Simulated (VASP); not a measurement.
Here is a VASP 6.6.1 calculation.

INCAR

```
PREC     = Accurate       # precision mode
ENCUT    = 600            # plane-wave cutoff, eV
EDIFF    = 1E-6           # SCF threshold, eV
ISMEAR   = -1             # smearing method
SIGMA    = 0.02           # smearing width, eV
LREAL    = False          # projectors in reciprocal space
LASPH    = True           # aspherical terms in the spheres
NELM     = 60             # most SCF steps
ALGO     = Normal         # electronic algorithm
ISIF     = 3              # what is computed and relaxed
LWAVE    = False          # write WAVECAR
LCHARG   = False          # write CHGCAR
GGA      = PE             # functional
IBRION   = 2              # ionic algorithm
NSW      = 80             # ionic steps
EDIFFG   = -0.005         # ionic threshold
```

File KPOINTS:

```
regular mesh
0
Gamma
  12 12 4
```

Contents of POSCAR:

```
InAs
1.0
    3.8833938000      0.0000000000      0.0000000000
   -1.9416969000      3.3631176837      0.0000000000
    0.0000000000      0.0000000000      6.3299318940
In As
2 2
Direct
    0.0000000000      0.0000000000      0.0000000000
    0.0000000000      0.0000000000      0.5000000000
    0.3333333333      0.6666666667      0.2500000000
    0.6666666667      0.3333333333      0.7500000000
```

Potentials or basis: VASP PAW PBE potentials, release 64 (In_d, As).

Command:

```console
$ cat potpaw_PBE.64/In_d/POTCAR potpaw_PBE.64/As/POTCAR > POTCAR
$ mpirun -np 1 vasp_std > vasp.out
```

Question: Estimate the relaxed cell.

Answer: a = 4.018 Å, b = 4.018 Å, c = 6.906 Å, α = 90.00°, β = 90.00°, γ = 120.00°.

Question: Predict the space group after relaxing (to 0.05 Å).

Answer: P6_3/mmc (No. 194).

Question: What does it give for the band gap on the k mesh?

Answer: Zero (band 18 reaches 6.27 eV, above the bottom of band 19 at 3.40 eV).

Final structure:
```
CELL_PARAMETERS angstrom
4.01755 0.00000 0.00000
-2.00878 3.47930 0.00000
0.00000 0.00000 6.90576
ATOMIC_POSITIONS crystal
In 0.00000 0.00000 0.00000
In 0.00000 0.00000 0.50000
As 0.33333 0.66667 0.25000
As 0.66667 0.33333 0.75000
```

Caveat: spin-orbit coupling is left out, which moves the levels of the heavy elements.
